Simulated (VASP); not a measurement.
Write the native input for VASP 6.6.1 that does the following.

```
Task                   : single point
Functional             : PBE
Potentials or basis    : VASP PAW PBE potentials, release 64 (Rh_pv)
Cutoff                 : 500 eV
k mesh                 : 13 × 13 × 13
Occupations            : fermi-dirac, width 0.1 eV
Spin                   : no spin polarisation
Dipole correction      : no
Further INCAR settings : ALGO = Normal; EDIFF = 1e-06; NBANDS = 14
```

The structure of Rh lies in POSCAR:

```
Rh
1.0
    0.0000000000      1.8978500000      1.8978500000
    1.8978500000      0.0000000000      1.8978500000
    1.8978500000      1.8978500000      0.0000000000
Rh
1
Direct
    0.0000000000      0.0000000000      0.0000000000
```

These files were run (other wordings do the same):

INCAR

```
PREC     = Accurate       # precision mode
ENCUT    = 500            # plane-wave cutoff, eV
EDIFF    = 1E-6           # SCF threshold, eV
ISMEAR   = -1             # smearing method
SIGMA    = 0.1            # smearing width, eV
LREAL    = F              # projectors in reciprocal space
LASPH    = T              # aspherical terms in the spheres
NELM     = 120            # most SCF steps
ALGO     = Normal         # electronic algorithm
ISIF     = 2              # what is computed and relaxed
LWAVE    = F              # write WAVECAR
LCHARG   = F              # write CHGCAR
GGA      = PE             # functional
NBANDS   = 14             # bands
GGA_COMPAT= F
```

KPOINTS

```
regular mesh
0
Gamma
  13 13 13
```

Potentials or basis: VASP PAW PBE potentials, release 64 (Rh_pv).

Launch:

```console
$ cat potpaw_PBE.64/Rh_pv/POTCAR > POTCAR
$ mpirun -np 1 vasp_std > vasp.out
```

It gave:

```yaml
Pressure: 8.1 GPa
```

It took 19 s on 1 thread of Intel Xeon 8259CL, on a shared host, peak memory 0.13 GiB.
